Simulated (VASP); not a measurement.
Wanted: the native input for a VASP 6.6.1 run.

- Task: single point
- Functional: r2SCAN
- Potentials or basis: VASP PAW PBE potentials, release 64 (Ge_d)
- Cutoff: 520 eV
- k mesh: 6 × 6 × 6
- Occupations: methfessel-paxton, width 0.1 eV
- Spin: no spin polarisation
- Dipole correction: no
- Further INCAR settings: ALGO = Normal; EDIFF = 1e-07; NBANDS = 36

Ge:

```xyz
4
Lattice="0.0000 2.8857 5.1157 2.6305 0.0000 5.1157 2.6305 2.8857 0.0000" Properties=species:S:1:pos:R:3 pbc="T T T"
Ge    2.6305    2.8857    7.9995
Ge    2.6305    2.8857    2.2318
Ge    2.6305    1.5786    5.1157
Ge    2.6305    4.1929    5.1157
```

One way to write it, as run:

POSCAR

```
Ge
1.0
    0.0000000000      2.8857400000      5.1156650000
    2.6304970000      0.0000000000      5.1156650000
    2.6304970000      2.8857400000      0.0000000000
Ge
4
Direct
    0.7818669997      0.7818669997      0.2181330003
    0.2181330003      0.2181330003      0.7818669997
    0.2735099992      0.7264900008      0.2735099992
    0.7264900008      0.2735099992      0.7264900008
```

INCAR.step1

```
SYSTEM = Ge
PREC = Accurate
ENCUT = 520
ISMEAR = 1
SIGMA = 0.1
LREAL = .FALSE.
LASPH = .TRUE.
NELM = 80
NBANDS = 36
GGA = PE
ALGO = Normal
EDIFF = 1E-4
LWAVE = .TRUE.
LCHARG = .FALSE.
```

INCAR.step2

```
SYSTEM = Ge
PREC = Accurate
ENCUT = 520
EDIFF = 1E-7
ISMEAR = 1
SIGMA = 0.1
LREAL = .FALSE.
LASPH = .TRUE.
NELM = 80
ALGO = Normal
ISIF = 2
LWAVE = .FALSE.
LCHARG = .FALSE.
METAGGA = R2SCAN
LMIXTAU = .TRUE.
NBANDS = 36
ISTART = 1
```

KPOINTS

```
regular mesh
0
G
  6 6 6
  0 0 0
```

Potentials or basis: VASP PAW PBE potentials, release 64 (Ge_d).

Command:

```console
$ cat potpaw_PBE.64/Ge_d/POTCAR > POTCAR
$ cp INCAR.step1 INCAR
$ mpirun -np 1 vasp_std > vasp.out
$ cp INCAR.step2 INCAR
$ mpirun -np 1 vasp_std > vasp.out
```

Results of the run:

```
Pressure               : -2.3 GPa
Largest force          : 0.097 eV/Å
Band gap on the k mesh : zero (bands 28 and 29 overlap by 3.49 eV)
```

Caveat: the PAW data sets were made with another functional, which shifts forces and pressure a little.

It took 18 min on 1 thread of Intel Xeon 8259CL, on a shared host, peak memory 0.32 GiB.
